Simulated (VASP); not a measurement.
# GaN (R3m) in VASP: notebook

Runs on GaN. Level: PBE. Tasks: single point.

All numbers are computed with VASP 6.6.1; they aren't measurements. Logs are shortened: lines on timing, memory, paths and dates and some standing lists are left out, and cuts for length are marked.

**1. The cell of the first run**

Symmetry: R3m, No. 160, trigonal system. The conventional cell has a = 3.187 Å, b = 3.187 Å, c = 7.806 Å, α = 90.00°, β = 90.00°, γ = 120.00°. Ga (site symmetry 3m) has 4 N at 1.88 to 1.98 Å within 2.5 Å. N (site symmetry 3m) has 4 Ga at 1.88 to 1.98 Å within 2.5 Å.

**2. Single point, PBE**

File INCAR:

```
PREC     = Accurate       # precision mode
ENCUT    = 520            # plane-wave cutoff, eV
EDIFF    = 1E-7           # SCF threshold, eV
ISMEAR   = 0              # smearing method
SIGMA    = 0.05           # smearing width, eV
LREAL    = False          # projectors in reciprocal space
LASPH    = True           # aspherical terms in the spheres
NELM     = 80             # most SCF steps
ALGO     = Normal         # electronic algorithm
ISIF     = 2              # what is computed and relaxed
LWAVE    = False          # write WAVECAR
LCHARG   = True           # write CHGCAR
GGA      = PE             # functional
LELF     = True           # ELF
LVHAR    = True         
NBANDS   = 16             # bands
```

File KPOINTS:

```
regular mesh
0
Gamma
  10 10 10
```

File POSCAR:

```
GaN
1.0
    0.0000000000      2.2535006075      2.2535006075
    2.2535006075      0.0000000000      2.2535006075
    2.2535006075      2.2535006075      0.0000000000
Ga N
1 1
Direct
   -0.0096075568     -0.0096075568     -0.0096075568
    0.7500000000      0.7500000000      0.7500000000
```

Potentials or basis: VASP PAW PBE potentials, release 64 (Ga_d, N).

Run with:

```sh
cat potpaw_PBE.64/Ga_d/POTCAR potpaw_PBE.64/N/POTCAR > POTCAR
mpirun -np 1 vasp_std > vasp.out
```

OUTCAR:

```text
PREC = Accurate
   ENCUT = 520
   EDIFF = 1E-7
   ISMEAR = 0
   LREAL = False
   LASPH = True
   NELM = 80
   ISIF = 2
   GGA = PE

 ion  position               nearest neighbor table
   1  0.990  0.990  0.990-   2 1.88   2 1.98   2 1.98   2 1.98
   2  0.750  0.750  0.750-   1 1.88   1 1.98   1 1.98   1 1.98

  LATTYP: Found a face centered cubic cell.
 ALAT       =     4.5070012150

  Lattice vectors:

 A1 = (   0.0000000000,   2.2535006075,   2.2535006075)
 A2 = (   2.2535006075,   0.0000000000,   2.2535006075)
 A3 = (   2.2535006075,   2.2535006075,   0.0000000000)

Analysis of symmetry for initial positions (statically):
=====================================================================
 Subroutine PRICEL returns:
 Original cell was already a primitive cell.

 Routine SETGRP: Setting up the symmetry group for a
 face centered cubic supercell.

 Subroutine GETGRP returns: Found  6 space group operations
 (whereof  6 operations were pure point group operations)
 out of a pool of 48 trial point group operations.

The static configuration has the point symmetry C_3v.

Analysis of symmetry for dynamics (positions and initial velocities):
=====================================================================
 Subroutine PRICEL returns:
 Original cell was already a primitive cell.

 Routine SETGRP: Setting up the symmetry group for a
 face centered cubic supercell.

 Subroutine GETGRP returns: Found  6 space group operations
 (whereof  6 operations were pure point group operations)
 out of a pool of 48 trial point group operations.

The dynamic configuration has the point symmetry C_3v.

 Subroutine INISYM returns: Found  6 space group operations
 (whereof  6 operations are pure point group operations),
 and found     1 'primitive' translations

----------------------------------------------------------------------------------------

                                     Primitive cell

  volume of cell :      22.8877

  direct lattice vectors                    reciprocal lattice vectors
     0.000000000  2.253500607  2.253500607    -0.221877020  0.221877020  0.221877020
     2.253500607  0.000000000  2.253500607     0.221877020 -0.221877020  0.221877020
     2.253500607  2.253500607  0.000000000     0.221877020  0.221877020 -0.221877020

  length of vectors
     3.186931122  3.186931122  3.186931122     0.384302272  0.384302272  0.384302272

  position of ions in fractional coordinates (direct lattice)
     0.990392443  0.990392443  0.990392443
     0.750000000  0.750000000  0.750000000

  ion indices of the primitive-cell ions
   primitive index   ion index
                 1           1
                 2           2

----------------------------------------------------------------------------------------

 KPOINTS: regular mesh

Automatic generation of k-mesh.
 Grid dimensions read from file:
 generate k-points for:   10   10   10

 Generating k-lattice:

  Cartesian coordinates                     Fractional coordinates (reciprocal lattice)
    -0.022187702  0.022187702  0.022187702     0.100000000  0.000000000  0.000000000
     0.022187702 -0.022187702  0.022187702     0.000000000  0.100000000  0.000000000
     0.022187702  0.022187702 -0.022187702     0.000000000  0.000000000  0.100000000

  Length of vectors
     0.038430227  0.038430227  0.038430227

  Shift w.r.t. Gamma in fractional coordinates (k-lattice)
     0.000000000  0.000000000  0.000000000

 Subroutine IBZKPT returns following result:
 ===========================================

 Found    116 irreducible k-points:

 Following reciprocal coordinates:
            Coordinates               Weight
  0.000000  0.000000  0.000000      1.000000
  0.100000  0.000000  0.000000      6.000000
  0.100000  0.100000  0.100000      2.000000
  0.200000  0.000000  0.000000      6.000000
  0.200000  0.200000  0.200000      2.000000
  0.300000  0.000000  0.000000      6.000000
[... 16 lines left out ...]
  0.100000  0.100000 -0.400000      6.000000
  0.500000  0.400000  0.500000      6.000000
 [... further k-points ...]
   k-points           NKPTS =    116   k-points in BZ     NKDIM =    116   number of bands    NBANDS=     16
   number of dos      NEDOS =    301   number of ions     NIONS =      2
   total plane-waves  NPLWV =  13824
   dimension x,y,z NGX =    24 NGY =   24 NGZ =   24
   dimension x,y,z NGXF=    48 NGYF=   48 NGZF=   48
   ions per type =               1   1
   NGX,Y,Z   is equivalent  to a cutoff of  12.52, 12.52, 12.52 a.u.
   NGXF,Y,Z  is equivalent  to a cutoff of  25.04, 25.04, 25.04 a.u.
 SYSTEM =  unknown system
   PREC   = accura    normal or accurate (medium, high low for compatibility)
   ISTART =      0    job   : 0-new  1-cont  2-samecut
   ICHARG =      2    charge: 1-file 2-atom 10-const
   ISPIN  =      1    spin polarized calculation?
   LNONCOLLINEAR =      F non collinear calculations
   LSORBIT =      F    spin-orbit coupling
   LASPH  =      T    aspherical Exc in radial PAW
   ENCUT  =  520.0 eV  38.22 Ry    6.18 a.u.   5.93  5.93  5.93*2*pi/ulx,y,z
   NELM   =     80;   NELMIN=  2; NELMDL= -5     # of ELM steps
   EDIFF  = 0.1E-06   stopping-criterion for ELM
   LREAL  =      F    real-space projection
   EDIFFG = 0.1E-05   stopping-criterion for IOM
   NSW    =      0    number of steps for IOM
   IBRION =     -1    ionic relax: 0-MD 1-quasi-New 2-CG
   NFREE  =      0    steps in history (QN), initial steepest desc. (CG)
   ISIF   =      2    stress and relaxation
   ISYM   =      2    0-nonsym 1-usesym 2-fastsym
   POTIM  = 0.5000    time-step for ionic-motion
   TEBEG  =    0.0;   TEEND  =   0.0 temperature during run
   PSTRESS=    0.0 pullay stress
   NELECT =      18.0000    total number of electrons
   NUPDOWN=      -1.0000    fix difference up-down
   EMIN   =  10.00;   EMAX   =-10.00  energy-range for DOS
   EFERMI =   0.00;   METHOD = LEGACY
   ISMEAR =     0;   SIGMA  =   0.05  broadening in eV -4-tet -1-fermi 0-gaus
   EFERMI_NEDOS =   21; number of points for ismear=-14 and -15
   IALGO  =     38    algorithm
   IMIX   =      4    mixing-type and parameters
     AMIX     =   0.40;   BMIX     =  1.00
     AMIX_MAG =   1.60;   BMIX_MAG =  1.00
  volume/ion in A,a.u.               =      11.44        77.23
  Fermi-wavevector in a.u.,A,eV,Ry     =   1.511117  2.855596 31.068543  2.283473
  Thomas-Fermi vector in A             =   2.621216
   LORBIT       =      0    0 simple, 1 ext, 2 COOP (PROOUT), +10 PAW based schemes
   GGA     = PE    functional components
   LHFCALC =     F    Hartree Fock is set to
   AEXX    =    0.0000 exact exchange contribution
   IVDW    =     0    specifies the selected vdW correction
   LEPSILON=     F    determine dielectric tensor
   LRPA    =     F    only Hartree local field effects (RPA)
 non-spin polarized calculation
 Gauss-broadening in eV      SIGMA  =   0.05
  energy-cutoff  :      520.00
  volume of cell :       22.89
 maximum number of plane-waves:       636
   NGX = 11   NGY = 11   NGZ = 11

 number of electron      18.0000000 magnetization

 Free energy of the ion-electron system (eV)
  ---------------------------------------------------
  ext. energy  EPLUGINS =         0.00000000
  ---------------------------------------------------
  free energy    TOTEN  =       -12.10414343 eV

  energy without entropy =      -12.10414343  energy(sigma->0) =      -12.10414343

 E-fermi :   5.6120     XC(G=0): -11.6666

 val. band max:        5.3652992656   @ k =   0.0000   0.0000   0.0000
 cond. band min:       7.0071334227   @ k =   0.0000   0.0000   0.0000
 fundamental gap:      1.6418341571
 Fermi energy:         5.6120121217

 k-point     1 :       0.0000    0.0000    0.0000
  band No.  band energies     occupation
      1     -10.6751      2.00000
      2      -8.1859      2.00000
      3      -8.1567      2.00000
      4      -8.1567      2.00000
      5      -7.8520      2.00000
      6      -7.8520      2.00000
[... 8 lines left out ...]
     15      24.0350      0.00000
     16      24.0350      0.00000

 k-point     2 :       0.1000    0.0000    0.0000
  band No.  band energies     occupation
      1     -10.5672      2.00000
      2      -8.1792      2.00000
      3      -8.1446      2.00000
      4      -8.1087      2.00000
      5      -7.8536      2.00000
      6      -7.8530      2.00000
[... 8 lines left out ...]
     15      22.8218      0.00000
     16      22.9390      0.00000

 k-point     3 :       0.1000    0.1000    0.1000
  band No.  band energies     occupation
      1     -10.5607      2.00000
      2      -8.1492      2.00000
      3      -8.1418      2.00000
      4      -8.1418      2.00000
      5      -7.8533      2.00000
      6      -7.8533      2.00000
[... 8 lines left out ...]
     15      22.7358      0.00000
     16      22.8815      0.00000

 k-point     4 :       0.2000    0.0000    0.0000
  band No.  band energies     occupation
      1     -10.2956      2.00000
      2      -8.1501      2.00000
      3      -8.1171      2.00000
      4      -7.9387      2.00000
      5      -7.8531      2.00000
      6      -7.8510      2.00000
[... 8 lines left out ...]
     15      22.0874      0.00000
     16      22.1624      0.00000
[... 324 lines left out ...]
 k-point    22 :       0.5000    0.1000    0.0000
  band No.  band energies     occupation
      1      -9.7550      2.00000
      2      -8.0864      2.00000
      3      -8.0718      2.00000
      4      -7.8356      2.00000
      5      -7.8059      2.00000
      6      -6.5723      2.00000
[... 8 lines left out ...]
     15      24.0932      0.00000
     16      25.2202      0.00000

 k-point    23 :       0.1000    0.1000   -0.4000
  band No.  band energies     occupation
      1      -9.7535      2.00000
      2      -8.0986      2.00000
      3      -8.0613      2.00000
      4      -7.8365      2.00000
      5      -7.8088      2.00000
      6      -6.5692      2.00000
[... 8 lines left out ...]
     15      23.7278      0.00000
     16      25.4577      0.00000

 k-point    24 :       0.5000    0.4000    0.5000
  band No.  band energies     occupation
      1      -9.7102      2.00000
      2      -8.0659      2.00000
      3      -8.0453      2.00000
      4      -7.8232      2.00000
      5      -7.7938      2.00000
      6      -6.5511      2.00000
[... 8 lines left out ...]
     15      23.9080      0.00000
     16      24.9105      0.00000

 [... further k-points ...]

------------------------ aborting loop because EDIFF is reached ----------------------------------------

  FORCE on cell =-STRESS in cart. coord.  units (eV):
  Direction    XX          YY          ZZ          XY          YZ          ZX
  --------------------------------------------------------------------------------------
  -------------------------------------------------------------------------------------
  Total        0.8125911      0.8125911      0.8125911      0.4438348      0.4438348      0.4438348
  in kB       56.8826228     56.8826228     56.8826228     31.0691142     31.0691142     31.0691142
  external PRESSURE =      56.8826228 kB  Pullay stress =       0.0000000 kB

 VOLUME and BASIS-vectors are now :
 -----------------------------------------------------------------------------
  energy-cutoff  :      520.00
  volume of cell :       22.89
      direct lattice vectors                 reciprocal lattice vectors
     0.000000000  2.253500607  2.253500607    -0.221877020  0.221877020  0.221877020
     2.253500607  0.000000000  2.253500607     0.221877020 -0.221877020  0.221877020
     2.253500607  2.253500607  0.000000000     0.221877020  0.221877020 -0.221877020

 POSITION                                       TOTAL-FORCE (eV/Angst)
 -----------------------------------------------------------------------------------
      4.46370      4.46370      4.46370         0.639343      0.639343      0.639343
      3.38025      3.38025      3.38025        -0.639343     -0.639343     -0.639343
 -----------------------------------------------------------------------------------
    total drift:                                0.000108      0.000108      0.000108

  FREE ENERGIE OF THE ION-ELECTRON SYSTEM (eV)
  ---------------------------------------------------
  free  energy   TOTEN  =       -12.1041434319 eV

  energy  without entropy=      -12.1041434319  energy(sigma->0) =      -12.10414343
```

Wall time 45 s (1 thread of Intel Xeon 6975P-C, shared host); peak memory 0.17 GiB.

Results:

```
Free energy            : -12.1041 eV
Pressure               : 5.7 GPa
Largest force          : 1.107 eV/Å
Band gap on the k mesh : 1.64 eV, direct
```

Forces on the atoms (eV/Å):
```
Ga   0.639  0.639  0.639
N   -0.639 -0.639 -0.639
```

Caveat: the cell differs from its parent crystal (all Ga atoms moved +0.075 Å, as atom 1 towards its neighbour atom 2 (N) at 1.952 Å); forces of over 1 eV/Å act on the atoms, so gaps and moduli don't describe the material at rest.

**3. Single point, PBE**

File INCAR:

```
SYSTEM = GaN
PREC = Accurate ; ENCUT = 520
EDIFF = 1E-6 ; ISMEAR = 0
SIGMA = 0.05 ; LREAL = .False.
LASPH = .True. ; NELM = 60
ALGO = Normal ; ISIF = 2
LWAVE = .False. ; LCHARG = .True.
GGA = PE ; LELF = .True.
LVHAR = .True. ; NBANDS = 16
```

File KPOINTS:

```
Automatic mesh
0
Gamma
  10 10 10
  0 0 0
```

Changes to POSCAR since step 2:

```diff
@@ -8,3 +8,3 @@
 Direct
-   -0.0096075568     -0.0096075568     -0.0096075568
+   -0.0192151136     -0.0192151136     -0.0192151136
     0.7500000000      0.7500000000      0.7500000000
```

Potentials or basis: VASP PAW PBE potentials, release 64 (Ga_d, N).

Run with:

```sh
cat potpaw_PBE.64/Ga_d/POTCAR potpaw_PBE.64/N/POTCAR > POTCAR
mpirun -np 1 vasp_std > vasp.out
```

Run time: 48 s. Hardware: 1 thread of Intel Xeon 6975P-C, shared host; peak memory 0.17 GiB.

It converged, with:

| Property | Result |
| --- | --- |
| Free energy | -11.9660 eV |
| Pressure | 7.9 GPa |
| Largest force | 2.661 eV/Å |
| Band gap on the k mesh | 1.57 eV, direct |

Forces on the atoms (eV/Å):
```
Ga   1.536  1.536  1.536
N   -1.536 -1.536 -1.536
```

Stress tensor (GPa, compression positive):
```
7.90 7.52 7.52
7.52 7.90 7.52
7.52 7.52 7.90
```

Levels at points of the mesh, in eV from the valence-band top:
| k point | band 6 | band 7 | band 8 | band 9 | band 10 | band 11 | band 12 | band 13 |
| --- | --- | --- | --- | --- | --- | --- | --- | --- |
| (0.00, 0.00, 0.00) | -13.33 | -0.56 | 0.00 | 0.00 | 1.57 | 10.02 | 10.02 | 10.61 |
| (0.50, 0.00, 0.00) | -12.04 | -7.03 | -1.50 | -0.74 | 4.36 | 8.50 | 9.41 | 10.96 |
| (0.50, 0.50, 0.50) | -12.01 | -7.68 | -1.14 | -1.14 | 4.73 | 8.60 | 10.44 | 10.44 |
| (0.50, 0.50, 0.00) | -11.62 | -6.30 | -2.89 | -2.76 | 3.13 | 6.44 | 11.47 | 13.58 |

Caveat: the cell differs from its parent crystal (all Ga atoms moved +0.150 Å, as atom 1 towards its neighbour atom 2 (N) at 1.952 Å); forces of over 1 eV/Å act on the atoms, so gaps and moduli don't describe the material at rest.

(Continued in part 2 of 2.)
